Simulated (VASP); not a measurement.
# AgBr (Fm-3m) in VASP: a series of runs

AgBr is run at these levels: PBEsol; tasks: elastic constants.

Everything below comes from runs of VASP 6.6.1. Logs are shortened: lines on timing, memory, paths and dates and some standing lists are left out, and cuts for length are marked.

## (1) The cell of the first run

It takes space group Fm-3m (No. 225, cubic). Conventional cell: a = 5.428 Å, b = 5.428 Å, c = 5.428 Å, α = 90.00°, β = 90.00°, γ = 90.00°. Ag (site symmetry m-3m) has 6 Br at 2.71 Å within 3.6 Å. Br (site symmetry m-3m) has 6 Ag at 2.71 Å within 3.6 Å.

## (2) Elastic constants, PBEsol

The input, INCAR:

```
SYSTEM = AgBr
PREC = Accurate
ENCUT = 500
EDIFF = 1E-8
ISMEAR = 0
SIGMA = 0.01
LREAL = .FALSE.
LASPH = .TRUE.
NELM = 120
ALGO = Normal
ISIF = 3
LWAVE = .FALSE.
LCHARG = .TRUE.
GGA = PS
IBRION = 6
NFREE = 2
POTIM = 0.015
NSW = 1
GGA_COMPAT = .FALSE.
```

The input, KPOINTS:

```
regular mesh
0
G
  6 6 6
  0 0 0
```

The input, POSCAR:

```
AgBr
1.0
    0.0000000000      2.7140689236      2.7140689236
    2.7140689236      0.0000000000      2.7140689236
    2.7140689236      2.7140689236      0.0000000000
Ag Br
1 1
Direct
    0.0000000000      0.0000000000      0.0000000000
    0.5000000000      0.5000000000      0.5000000000
```

Potentials or basis: VASP PAW PBE potentials, release 64 (Ag, Br).

Started as:

```
> cat potpaw_PBE.64/Ag/POTCAR potpaw_PBE.64/Br/POTCAR > POTCAR
> mpirun -np 1 vasp_std > vasp.out
```

OUTCAR:

```text
SYSTEM = AgBr
   PREC = Accurate
   ENCUT = 500
   EDIFF = 1E-8
   ISMEAR = 0
   LREAL = .FALSE.
   LASPH = .TRUE.
   NELM = 120
   ISIF = 3
   GGA = PS
   IBRION = 6
   NFREE = 2
   POTIM = 0.015
   NSW = 1

 ion  position               nearest neighbor table
   1  0.000  0.000  0.000-   2 2.71   2 2.71   2 2.71   2 2.71   2 2.71   2 2.71
   2  0.500  0.500  0.500-   1 2.71   1 2.71   1 2.71   1 2.71   1 2.71   1 2.71

  LATTYP: Found a face centered cubic cell.
 ALAT       =     5.4281378472

  Lattice vectors:

 A1 = (   0.0000000000,   2.7140689236,   2.7140689236)
 A2 = (   2.7140689236,   0.0000000000,   2.7140689236)
 A3 = (   2.7140689236,   2.7140689236,   0.0000000000)

Analysis of symmetry for initial positions (statically):
=====================================================================
 Subroutine PRICEL returns:
 Original cell was already a primitive cell.

 Routine SETGRP: Setting up the symmetry group for a
 face centered cubic supercell.

 Subroutine GETGRP returns: Found 48 space group operations
 (whereof 48 operations were pure point group operations)
 out of a pool of 48 trial point group operations.

The static configuration has the point symmetry O_h .

Analysis of symmetry for dynamics (positions and initial velocities):
=====================================================================
 Subroutine PRICEL returns:
 Original cell was already a primitive cell.

 Routine SETGRP: Setting up the symmetry group for a
 face centered cubic supercell.

 Subroutine GETGRP returns: Found 48 space group operations
 (whereof 48 operations were pure point group operations)
 out of a pool of 48 trial point group operations.

The dynamic configuration has the point symmetry O_h .

 Subroutine INISYM returns: Found 48 space group operations
 (whereof 48 operations are pure point group operations),
 and found     1 'primitive' translations

----------------------------------------------------------------------------------------

                                     Primitive cell

  volume of cell :      39.9846

  direct lattice vectors                    reciprocal lattice vectors
     0.000000000  2.714068924  2.714068924    -0.184225240  0.184225240  0.184225240
     2.714068924  0.000000000  2.714068924     0.184225240 -0.184225240  0.184225240
     2.714068924  2.714068924  0.000000000     0.184225240  0.184225240 -0.184225240

  length of vectors
     3.838273081  3.838273081  3.838273081     0.319087476  0.319087476  0.319087476

  position of ions in fractional coordinates (direct lattice)
     0.000000000  0.000000000  0.000000000
     0.500000000  0.500000000  0.500000000

  ion indices of the primitive-cell ions
   primitive index   ion index
                 1           1
                 2           2

----------------------------------------------------------------------------------------

 KPOINTS: regular mesh

Automatic generation of k-mesh.
 Grid dimensions read from file:
 generate k-points for:    6    6    6

 Generating k-lattice:

  Cartesian coordinates                     Fractional coordinates (reciprocal lattice)
    -0.030704207  0.030704207  0.030704207     0.166666667  0.000000000  0.000000000
     0.030704207 -0.030704207  0.030704207     0.000000000  0.166666667  0.000000000
[... 103 lines left out ...]
  Direction    XX          YY          ZZ          XY          YZ          ZX
  --------------------------------------------------------------------------------------
  -------------------------------------------------------------------------------------
  Total        2.4888459      2.4888459      2.4888459     -0.0000000      0.0000000      0.0000000
  in kB       99.7277399     99.7277399     99.7277399     -0.0000000      0.0000000      0.0000000
  external PRESSURE =      99.7277399 kB  Pullay stress =       0.0000000 kB
[... 89 lines left out ...]
  FREE ENERGIE OF THE ION-ELECTRON SYSTEM (eV)
  ---------------------------------------------------
  free  energy   TOTEN  =        -5.4991677443 eV

  energy  without entropy=       -5.4991677443  energy(sigma->0) =       -5.49916774

[... ionic steps 4 to 14 ...]

--------------------------------------- Ionic step       15  -------------------------------------------

 number of electron      18.0000001 magnetization

------------------------ aborting loop because EDIFF is reached ----------------------------------------
[... 67 lines left out ...]
--------------------------------------- Ionic step       17  -------------------------------------------

 number of electron      18.0000003 magnetization

 Free energy of the ion-electron system (eV)
  ---------------------------------------------------
  ext. energy  EPLUGINS =         0.00000000
  ---------------------------------------------------
  free energy    TOTEN  =        -5.54124233 eV

  energy without entropy =       -5.54124233  energy(sigma->0) =       -5.54124233

 E-fermi :   5.8724     XC(G=0): -10.9561

 val. band max:        5.7730149006   @ k =   0.5000   0.0000   0.0000
 cond. band min:       6.3147871739   @ k =   0.0000   0.0000   0.0000
 fundamental gap:      0.5417722733
 Fermi energy:         5.8723905985

 k-point     1 :       0.0000    0.0000    0.0000
  band No.  band energies     occupation
      1     -10.5795      2.00000
      2       2.0697      2.00000
      3       2.0697      2.00000
      4       2.0713      2.00000
      5       2.0754      2.00000
      6       2.0800      2.00000
      7       3.1724      2.00000
      8       3.1724      2.00000
      9       3.1752      2.00000
     10       6.3148      0.00000
     11      15.5264      0.00000
     12      15.5281      0.00000
     13      15.5281      0.00000
[... 354 lines left out ...]
  band No.  band energies     occupation
      1      -9.7770      2.00000
      2      -0.2394      2.00000
      3       0.3854      2.00000
      4       0.5810      2.00000
      5       2.4441      2.00000
      6       2.5666      2.00000
      7       3.0446      2.00000
      8       3.1839      2.00000
      9       4.7545      2.00000
     10       9.1998      0.00000
     11      12.1921      0.00000
     12      13.5565      0.00000
     13      14.2551      0.00000

 [... further k-points ...]

------------------------ aborting loop because EDIFF is reached ----------------------------------------

  FORCE on cell =-STRESS in cart. coord.  units (eV):
  Direction    XX          YY          ZZ          XY          YZ          ZX
  --------------------------------------------------------------------------------------
  -------------------------------------------------------------------------------------
  Total        2.4944556      2.4884290      2.4884290     -0.0000000      0.0000000      0.0000000
  in kB       99.9525189     99.7110333     99.7110333     -0.0000000      0.0000000      0.0000000
  external PRESSURE =      99.7915285 kB  Pullay stress =       0.0000000 kB
[... 17 lines left out ...]
  FREE ENERGIE OF THE ION-ELECTRON SYSTEM (eV)
  ---------------------------------------------------
  free  energy   TOTEN  =        -5.5412423254 eV

  energy  without entropy=       -5.5412423254  energy(sigma->0) =       -5.54124233

 INTERNAL STRAIN TENSORS FROM STRAINED CELLS
 ============================================

 INTERNAL STRAIN TENSOR FOR ION    1 for displacements in x,y,z  (eV/Angst):
          X           Y           Z          XY          YZ          ZX
  --------------------------------------------------------------------------------
  x     0.00000    -0.00000    -0.00000     0.00000    -0.00000    -0.00000
  y     0.00000     0.00000     0.00000    -0.00000     0.00000     0.00000
  z    -0.00000     0.00000     0.00000     0.00000     0.00000     0.00000

 INTERNAL STRAIN TENSORS FROM DISPLACED ATOMS
 ============================================

 INTERNAL STRAIN TENSOR FOR ION    1 for displacements in x,y,z  (eV/Angst):
          X           Y           Z          XY          YZ          ZX
  --------------------------------------------------------------------------------
  x     0.00000     0.00000     0.00000     0.00000     0.00000     0.00000
  y     0.00000     0.00000     0.00000     0.00000     0.00000     0.00000
  z     0.00000     0.00000     0.00000     0.00000     0.00000     0.00000

 INTERNAL STRAIN TENSOR FOR ION    2 for displacements in x,y,z  (eV/Angst):
          X           Y           Z          XY          YZ          ZX
  --------------------------------------------------------------------------------
  x     0.00000     0.00000     0.00000     0.00000     0.00000     0.00000
  y     0.00000     0.00000     0.00000     0.00000     0.00000     0.00000
  z     0.00000     0.00000     0.00000     0.00000     0.00000     0.00000

 Eigenvectors and eigenvalues of the dynamical matrix
 ----------------------------------------------------

   1 f  =    4.015374 THz    25.229341 2PiTHz  133.938469 cm-1    16.606246 meV
             X         Y         Z           dx          dy          dz
      0.000000  0.000000  0.000000     0.000000    0.652735    0.000000
      2.714069  2.714069  2.714069     0.000000   -0.757586    0.000000
[... 21 lines left out ...]
   6 f/i=    0.002134 THz     0.013406 2PiTHz    0.071173 cm-1     0.008824 meV
             X         Y         Z           dx          dy          dz
      0.000000  0.000000  0.000000     0.000000    0.000000    0.757586
      2.714069  2.714069  2.714069     0.000000    0.000000    0.652735

--------------------------------------------------------------------------------------------------------

 ELASTIC MODULI CONTR FROM IONIC RELAXATION (kBar)
 Direction    XX          YY          ZZ          XY          YZ          ZX
 --------------------------------------------------------------------------------
 XX           0.0000      0.0000      0.0000      0.0000      0.0000      0.0000
 YY           0.0000      0.0000      0.0000      0.0000      0.0000      0.0000
 ZZ           0.0000      0.0000      0.0000      0.0000      0.0000      0.0000
 XY           0.0000      0.0000      0.0000      0.0000      0.0000      0.0000
 YZ           0.0000      0.0000      0.0000      0.0000      0.0000      0.0000
 ZX           0.0000      0.0000      0.0000      0.0000      0.0000      0.0000
 --------------------------------------------------------------------------------

 TOTAL ELASTIC MODULI (kBar)
 Direction    XX          YY          ZZ          XY          YZ          ZX
 --------------------------------------------------------------------------------
 XX        1617.2157    564.5152    564.5152      0.0000     -0.0000      0.0000
 YY         564.5152   1617.2157    564.5152     -0.0000     -0.0000      0.0000
 ZZ         564.5152    564.5152   1617.2157     -0.0000     -0.0000     -0.0000
 XY           0.0000     -0.0000     -0.0000     17.4081     -0.0000     -0.0000
 YZ          -0.0000     -0.0000     -0.0000     -0.0000     17.4081      0.0000
 ZX           0.0000      0.0000     -0.0000     -0.0000      0.0000     17.4081
 --------------------------------------------------------------------------------
```

It took 2.3 min on 1 thread of Intel Xeon 6975P-C (Granite Rapids), shared host; peak memory 0.21 GiB.

Results:

* Elastic constants C11, C12, C44: 162, 56, 2 GPa
* Voigt bulk modulus: 92 GPa
* Highest phonon frequency at Γ, LO-TO splitting left out: 134 cm⁻¹

Phonon frequencies in cm⁻¹ (negative: imaginary):
| q point | frequencies |
| --- | --- |
| (0.000, 0.000, 0.000) | 0 0 0 134 134 134 |

Elastic tensor in Voigt notation (GPa, in the Cartesian axes of the cell as first typed):
```
162  56  56   0   0   0
 56 162  56   0   0   0
 56  56 162   0   0   0
  0   0   0   2   0   0
  0   0   0   0   2   0
  0   0   0   0   0   2
```

Clamped-ion elastic tensor (GPa):
```
162  56  56   0   0   0
 56 162  56   0   0   0
 56  56 162   0   0   0
  0   0   0   2   0   0
  0   0   0   0   2   0
  0   0   0   0   0   2
```

Caveat: the cell is under stress, which shifts elastic constants; the PAW data sets were made with another functional, which shifts forces and pressure a little.

(Part 1 of 2 ends here.)
